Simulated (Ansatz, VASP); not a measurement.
SrO in VASP and in Ansatz

The input INCAR:

```
SYSTEM = SrO
PREC = Accurate ; ENCUT = 520
EDIFF = 1E-6 ; ISMEAR = 0
SIGMA = 0.05 ; LREAL = .FALSE.
LASPH = .TRUE. ; NELM = 100
ALGO = Normal ; ISIF = 2
LWAVE = .FALSE. ; LCHARG = .FALSE.
GGA = CA ; NBANDS = 24
```

Contents of KPOINTS:

```
Automatic mesh
0
G
  9 9 8
  0 0 0
```

File POSCAR:

```
SrO
1.0
    0.0000000000     -2.4898975135     -2.4898975134
   -2.4898975135      0.0000000000     -2.4898975134
    2.4898975135      2.4898975135     -4.9797950270
Sr O
2 2
Direct
   -0.0024517324     -0.0024517324     -0.0024517324
    0.4975482676      0.4975482676      0.4975482676
    0.7634271390      0.7634271390      0.7634271390
    0.2634271390      0.2634271390      0.2634271390
```

Input for Ansatz:

```yaml
crystal:
  lattice:
    - [0.0, -2.4898975135, -2.4898975134]
    - [-2.4898975135, 0.0, -2.4898975134]
    - [2.4898975135, 2.4898975135, -4.979795027]
  atoms:
    - { symbol: Sr, position: [-0.0024517324, -0.0024517324, -0.0024517324] }
    - { symbol: Sr, position: [0.4975482676, 0.4975482676, 0.4975482676] }
    - { symbol: O, position: [0.763427139, 0.763427139, 0.763427139] }
    - { symbol: O, position: [0.263427139, 0.263427139, 0.263427139] }
basis:
  ecutwfc: 520.0
kpoints:
  mp_grid: { grid: [9, 9, 8] }
hamiltonian:
  xc: lda
  pseudopotentials: { kind: paw }
scf:
  occupations: { method: gaussian, width: 0.05 }
output:
  forces: true
  stress: true
  eigenvalues: true
```

Change from the starting cell: mode 8 frozen in at -0.136 Å, equal normal strain along x, y and z -0.0167.

Alike in both runs: task single point; functional LDA; k mesh 9 × 9 × 8; occupations gaussian, width 0.05 eV; no spin polarisation.

```csv
,VASP,Ansatz
version,VASP 6.6.1,Ansatz 0.2.0
potentials or method,"VASP PAW LDA potentials, release 64 (Sr_sv, O), cutoff 520 eV","scalar-relativistic, plane waves, PAW"
valence electrons in the cell,32,32
```

|  | VASP | Ansatz | Ansatz less VASP |
| --- | --- | --- | --- |
| gap on the k mesh at the Fermi level (eV) | 3.09 | 3.15 | +0.058 |
| least direct gap on the mesh (eV) | 3.12 | 3.17 | +0.057 |
| pressure (GPa) | 7.9 | 6.8 | -1.09 |
| traceless stress, the component that is largest in VASP (GPa) | 3.02 | 2.85 | -0.168 |
| rms of the force components (eV/Å) | 0.358 | 0.335 | -0.0228 |

LDA's correlation is that of Perdew and Zunger in VASP and of Perdew and Wang (1992) in Ansatz. Atom by atom the forces differ by 0.023 eV/Å (rms over components).
